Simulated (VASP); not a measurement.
# B16N17 (a cell with a defect) in VASP: further runs, part 2 of 2

VASP 6.6.1.

## 4. Single point, PBE+D3(BJ), collinear spin

INCAR reads:

```
ALGO = Normal
EDIFF = 1E-6
ENCUT = 520
GGA = PE
ISIF = 2
ISMEAR = 0
ISPIN = 2
IVDW = 12
LASPH = T
LCHARG = F
LORBIT = 11
LREAL = Auto
LWAVE = F
MAGMOM = 0 0 0 0 0 0 0 0 0 0 0 0 0 0 0 0 0 0 0 0 0 0 0 0 0 0 0 0 0 0 0 0 0.49
NBANDS = 92
NELM = 150
PREC = Accurate
SIGMA = 0.02
```

KPOINTS reads:

```
Automatic mesh
0
Gamma
  2 2 2
  0.5 0.5 0.5
```

POSCAR reads:

```
B16N17
1.0
   -5.0122276274      2.8938109699      3.2948837584
    0.0000000000     -5.7876219398      3.2948837584
    5.0122276274      2.8938109699      3.2948837584
B N
16 17
Direct
    0.2402083204      0.7411018303      0.9917685606
    0.4926196234      0.4928105989      0.9928935906
    0.7505910508      0.2506848123      1.0008809605
    0.9874479599      0.7380963185      0.2381001092
    0.9982798487      0.9979867619      0.9980972952
    0.2315906522      0.4830668906      0.2328168535
    0.4920087980      0.2430163770      0.2421655959
    0.7326928467      0.7328801296      0.4840165908
    0.7518555127      0.9995363114      0.2500742316
    0.9905697012      0.4908228172      0.4904731001
    0.2420663468      0.2442115113      0.4923129623
    0.5081781618      0.7605272528      0.7668868830
    0.5129000120      1.0243303259      0.5148211139
    0.7550281897      0.5025095986      0.7523234043
    1.0003615987      0.2499732166      0.7496046312
    0.2528254386      1.0047982175      0.7545963450
    0.5877109107      0.0887805635      0.3377446097
    0.8283663699      0.8281814445      0.3247767113
    0.0614154297      0.5622887899      0.3120650597
    0.3382590833      0.0915592202      0.5898264689
    0.3150021789      0.3140531109      0.3148581312
    0.6190866374      0.8748805564      0.6236662378
    0.8347929712      0.5797893809      0.5835172723
    0.0836681615      0.0838052543      0.8336748012
    0.0775827170      0.3272838623      0.5772970529
    0.3341099704      0.8361724805      0.8366168769
    0.5877897116      0.5874277579      0.8382059124
    0.8327560983      0.0829192655      0.0824575724
    0.8347932425      0.3340729255      0.8348257629
    0.0751835789      0.8254124101      0.0750387331
    0.3158855026      0.5660322560      0.0647805861
    0.5767766485      0.3269421140      0.0767540665
    0.4990608584      0.6962030299      0.4600867705
```

Potentials or basis: VASP PAW PBE potentials, release 64 (B, N).

On the command line:

```console
> cat potpaw_PBE.64/B/POTCAR potpaw_PBE.64/N/POTCAR > POTCAR
> mpirun -np 1 vasp_std > vasp.out
```

OUTCAR:

```text
EDIFF = 1E-6
   ENCUT = 520
   GGA = PE
   ISIF = 2
   ISMEAR = 0
   ISPIN = 2
   IVDW = 12
   LASPH = T
   LORBIT = 11
   LREAL = Auto
   NELM = 150
   PREC = Accurate
 IVDW          = 12

 ion  position               nearest neighbor table
   1  0.240  0.741  0.992-  30 1.44  31 1.45  26 1.45
   2  0.493  0.493  0.993-  32 1.45  31 1.45  27 1.45
   3  0.751  0.251  0.001-  28 1.44  29 1.45  32 1.45
   4  0.987  0.738  0.238-  18 1.43  19 1.45  30 1.45
   5  0.998  0.998  0.998-  30 1.45  24 1.45  28 1.45
   6  0.232  0.483  0.233-  19 1.44  31 1.46  21 1.46
   7  0.492  0.243  0.242-  21 1.44  32 1.45  17 1.45
   8  0.733  0.733  0.484-  18 1.48  23 1.48  33 1.53  22 1.57
   9  0.752  1.000  0.250-  18 1.43  28 1.45  17 1.46
[... 955 lines left out ...]
     -0.00091      0.00117      9.86608         0.000670      0.002323      0.001558
      0.00615     -1.45190      3.12182         0.009211      0.002655      0.005310
[... 25 lines left out ...]
     -2.50623     -0.00102      3.23054         0.003417      0.000558     -0.007122
     -0.19535     -1.25377      5.45419        -0.169505     -0.056767     -0.218777
 -----------------------------------------------------------------------------------
    total drift:                               -0.001099     -0.004232      0.001698

  FREE ENERGIE OF THE ION-ELECTRON SYSTEM (eV)
  ---------------------------------------------------
  free  energy   TOTEN  =      -289.0228724148 eV

  energy  without entropy=     -289.0228724148  energy(sigma->0) =     -289.02287241

 total charge

# of ion       s       p       d       tot
------------------------------------------
    1        0.745   1.428   0.000   2.173
    2        0.742   1.422   0.000   2.165
    3        0.744   1.424   0.000   2.168
    4        0.744   1.431   0.000   2.175
    5        0.743   1.423   0.000   2.166
    6        0.738   1.399   0.000   2.137
[... 25 lines left out ...]
   32        1.225   2.795   0.000   4.021
   33        1.332   2.287   0.000   3.620
--------------------------------------------------
tot         32.808  69.618   0.000 102.425

 magnetization (x)

# of ion       s       p       d       tot
------------------------------------------
    1       -0.000  -0.001   0.000  -0.001
    2       -0.000   0.000   0.000   0.000
    3        0.000   0.001   0.000   0.001
    4        0.000   0.001   0.000   0.001
    5       -0.000   0.000   0.000   0.000
    6       -0.000  -0.001   0.000  -0.001
[... 25 lines left out ...]
   32        0.000   0.001   0.000   0.001
   33        0.015   0.490   0.000   0.505
--------------------------------------------------
tot          0.023   0.689   0.000   0.713
```

OSZICAR:

```text
N       E                     dE             d eps       ncg     rms          rms(c)
DAV:   1     0.645268406877E+03    0.64527E+03   -0.68577E+04  1472   0.136E+03
DAV:   2    -0.253424618070E+03   -0.89869E+03   -0.85815E+03  1808   0.318E+02
DAV:   3    -0.310156721431E+03   -0.56732E+02   -0.56207E+02  1776   0.811E+01
DAV:   4    -0.311152286504E+03   -0.99557E+00   -0.99324E+00  1808   0.112E+01
DAV:   5    -0.311172592120E+03   -0.20306E-01   -0.20293E-01  1800   0.155E+00    0.320E+01
DAV:   6    -0.286871620427E+03    0.24301E+02   -0.68443E+01  1680   0.257E+01    0.145E+01
DAV:   7    -0.284804273010E+03    0.20673E+01   -0.47210E+00  1728   0.750E+00    0.901E+00
DAV:   8    -0.284196060136E+03    0.60821E+00   -0.18929E+00  1728   0.441E+00    0.177E+00
DAV:   9    -0.284215056438E+03   -0.18996E-01   -0.10746E-01  1720   0.153E+00    0.742E-01
DAV:  10    -0.284220141432E+03   -0.50850E-02   -0.32515E-02  1720   0.631E-01    0.394E-01
DAV:  11    -0.284222281915E+03   -0.21405E-02   -0.36154E-03  1704   0.280E-01    0.169E-01
DAV:  12    -0.284223167778E+03   -0.88586E-03   -0.12619E-03  1712   0.137E-01    0.665E-02
DAV:  13    -0.284223375623E+03   -0.20785E-03   -0.18277E-04  1744   0.495E-02    0.355E-02
DAV:  14    -0.284223428589E+03   -0.52966E-04   -0.30662E-05  1688   0.220E-02    0.198E-02
DAV:  15    -0.284223446695E+03   -0.18106E-04   -0.17877E-05  1704   0.149E-02    0.594E-03
DAV:  16    -0.284223448416E+03   -0.17201E-05   -0.21129E-06  1464   0.580E-03    0.230E-03
DAV:  17    -0.284223448607E+03   -0.19143E-06   -0.39173E-07   992   0.262E-03
   1 F= -.28902287E+03 E0= -.28902287E+03  d E =-.393993E-22  mag=     1.0000
```

stdout:

```text
POSCAR found type information on POSCAR B N
 POSCAR found :  2 types and      33 ions
 scaLAPACK will be used
 LDA part: xc-table for (Slater+PW92), standard interpolation
 POSCAR, INCAR and KPOINTS ok, starting setup
 FFT: planning ... GRIDC
 FFT: planning ... GRID_SOFT
 FFT: planning ... GRID
 WAVECAR not read
 entering main loop
```

It took 5 min on 1 thread of Intel Xeon Platinum 8559C (Emerald Rapids), shared host; peak memory 0.53 GiB.

Results:

- Free energy: -289.0229 eV
- Pressure: 1.8 GPa
- Largest force: 0.283 eV/Å
- Band gap on the k mesh: 0.76 eV
- Net moment: 1.00 μB per cell
- Site moments: B -0.00, +0.00, -0.01, +0.01; N +0.02, +0.01, +0.00, +0.04, +0.03, +0.51 μB
- Valence electrons inside the program's atomic spheres: B 2.17, 2.14, 2.15, 2.18, 2.12; N 4.01, 4.03, 4.02, 3.90, 3.62
- Dispersion energy per atom: -0.145 eV

Forces on the atoms (eV/Å):
```
B    0.019  0.008  0.006
B    0.013  0.006 -0.006
B   -0.001 -0.003 -0.001
B    0.002  0.007  0.008
B    0.001  0.002  0.002
B    0.009  0.003  0.005
B    0.005  0.003 -0.006
B   -0.053  0.027  0.002
B    0.003  0.000  0.017
B    0.001 -0.001 -0.003
B    0.005 -0.001 -0.004
B    0.083  0.034  0.165
B    0.010 -0.009  0.002
B   -0.004 -0.004  0.007
B    0.002 -0.003 -0.005
B    0.001 -0.009  0.018
N    0.005  0.003  0.007
N   -0.004  0.000  0.044
N    0.006  0.000 -0.010
N    0.005  0.000  0.006
N    0.001  0.005 -0.011
N    0.043 -0.006 -0.050
N    0.001  0.005  0.002
N    0.002  0.000 -0.005
N    0.002  0.001  0.001
N    0.006  0.001  0.052
N    0.000 -0.008  0.011
N    0.003 -0.001 -0.005
N    0.003 -0.003 -0.008
N    0.000  0.000  0.001
N   -0.002 -0.001 -0.014
N    0.003  0.001 -0.007
N   -0.170 -0.057 -0.219
```

Stress tensor (GPa, compression positive):
```
 1.73 -0.44  0.02
-0.44  1.83  0.07
 0.02  0.07  1.72
```

Levels at points of the mesh, in eV from the valence-band top:
Spin up:
```
           k point  band 65  band 66  band 67  band 68  band 69  band 70
(0.25, 0.25, 0.25)    -1.23    -0.50    -0.14     4.04     4.49     4.70
```
Spin down:
```
           k point  band 64  band 65  band 66  band 67  band 68  band 69
(0.25, 0.25, 0.25)    -1.35    -1.17     0.00     0.81     4.13     4.54
```

## 5. Single point, PBE+D3(BJ), collinear spin

INCAR reads:

```
PREC = Accurate
ENCUT = 520
EDIFF = 1E-6
ISMEAR = 0
SIGMA = 0.02
LREAL = Auto
LASPH = T
NELM = 150
ALGO = Normal
ISIF = 2
LWAVE = F
LCHARG = T
ISPIN = 2
MAGMOM = 0 0 0 0 0 0 0 0 0 0 0 0 0 0 0 0 0 0 0 0 0 0 0 0 0 0 0 0 0 0 0 0 0.49
LORBIT = 11
GGA = PE
IVDW = 12
LELF = T
LVHAR = T
NBANDS = 92
```

KPOINTS is that of step 4.

POSCAR reads:

```
B16N17
1.0
   -5.0122276274      2.8938109699      3.2948837584
    0.0000000000     -5.7876219398      3.2948837584
    5.0122276274      2.8938109699      3.2948837584
B N
16 17
Direct
    0.2418940493      0.7419044282      0.9917668163
    0.4919093899      0.4918935426      0.9917641823
    0.7495650947      0.2498356745      0.9996985869
    0.9938020539      0.7421183490      0.2412452508
    0.9998300564      0.9995594362      0.9996965828
    0.2333213284      0.4833097144      0.2317757082
    0.4921082108      0.2437983103      0.2412311371
    0.7726323641      0.7629502015      0.5101408937
    0.7567523815      1.0067586725      0.2543574013
    0.9914034561      0.4910144897      0.4902580200
    0.2410106473      0.2413853000      0.4902447390
    0.4821885477      0.7321858496      0.7350788979
    0.5129431726      1.0226354838      0.5101314488
    0.7525949066      0.5030234155      0.7547797635
    1.0000945937      0.2500942163      0.7493057043
    0.2530074381      1.0025829357      0.7547691671
    0.5905182580      0.0922049714      0.3381655929
    0.8421992238      0.8405219728      0.3381710376
    0.0612637208      0.5629632742      0.3123987637
    0.3379597920      0.0889293235      0.5874929523
    0.3129336661      0.3112275215      0.3123674508
    0.6125309975      0.8625374038      0.6053928540
    0.8389393593      0.5879712165      0.5874976664
    0.0830419297      0.0837685553      0.8331349581
    0.0753699472      0.3253658226      0.5747690539
    0.3314054161      0.8356474472      0.8367024992
    0.5856576331      0.5814145338      0.8367080828
    0.8340018924      0.0840023788      0.0835794695
    0.8337835504      0.3330601679      0.8331461093
    0.0776392295      0.8278997405      0.0776938958
    0.3139733642      0.5639708362      0.0627678936
    0.5778974544      0.3276351000      0.0776851363
    0.4379916293      0.6879876691      0.5034062562
```

On the command line:

```console
> cat potpaw_PBE.64/B/POTCAR potpaw_PBE.64/N/POTCAR > POTCAR
> mpirun -np 1 vasp_std > vasp.out
```

Run time: 14 min. Hardware: 1 thread of Intel Xeon 8259CL, shared host; peak memory 0.54 GiB.

It converged, with:

| Quantity | Value |
| --- | --- |
| Free energy | -289.0637 eV |
| Pressure | 2.1 GPa |
| Largest force | 0.118 eV/Å |
| Band gap on the k mesh | 0.98 eV |
| Net moment | 1.00 μB per cell |
| Site moments | B +0.00, -0.00, +0.01, -0.01; N +0.01, +0.02, +0.00, -0.00, +0.54 μB |
| Valence electrons inside the program's atomic spheres | B 2.18, 2.17, 2.12, 2.15, 2.16; N 4.03, 4.02, 4.01, 3.92, 3.62 |
| Dispersion energy per atom | -0.146 eV |

Forces in eV/Å, atoms in the order of the input:
```
B    0.001  0.003  0.000
B    0.003 -0.002  0.000
B   -0.003  0.002  0.001
B   -0.005  0.003 -0.004
B    0.000 -0.001  0.001
B    0.003  0.000  0.002
B   -0.001 -0.003 -0.004
B   -0.012  0.009  0.010
B   -0.002  0.000  0.001
B   -0.003 -0.001 -0.001
B    0.001 -0.003 -0.001
B    0.048  0.027  0.031
B    0.002 -0.013  0.010
B   -0.002  0.002  0.003
B    0.003  0.001  0.002
B    0.002 -0.004  0.003
N    0.003  0.005 -0.002
N    0.005 -0.001 -0.001
N   -0.001  0.000  0.002
N   -0.002  0.004  0.000
N   -0.001 -0.001  0.003
N   -0.025 -0.014  0.070
N    0.003 -0.003 -0.001
N   -0.001  0.000  0.000
N    0.000  0.000  0.000
N   -0.006 -0.004 -0.003
N   -0.006 -0.004 -0.003
N    0.001  0.001  0.001
N    0.000  0.000 -0.001
N    0.000 -0.001  0.000
N    0.001  0.002 -0.001
N    0.000 -0.001  0.000
N   -0.006 -0.003 -0.118
```

Stress tensor (GPa, compression positive):
```
2.52 0.37 0.03
0.37 2.10 0.02
0.03 0.02 1.82
```

Levels at points of the mesh, in eV from the valence-band top:
Spin up:
| k point | band 63 | band 64 | band 65 | band 66 | band 67 | band 68 | band 69 | band 70 | band 71 | band 72 |
| --- | --- | --- | --- | --- | --- | --- | --- | --- | --- | --- |
| (0.25, 0.25, 0.25) | -1.51 | -1.43 | -1.20 | -0.54 | -0.15 | 3.82 | 4.48 | 4.60 | 4.83 | 5.11 |
Spin down:
```csv
k point,band 62,band 63,band 64,band 65,band 66,band 67,band 68,band 69,band 70,band 71
"(0.25, 0.25, 0.25)",-1.61,-1.50,-1.38,-1.13,0.00,1.01,3.93,4.51,4.67,4.87
```
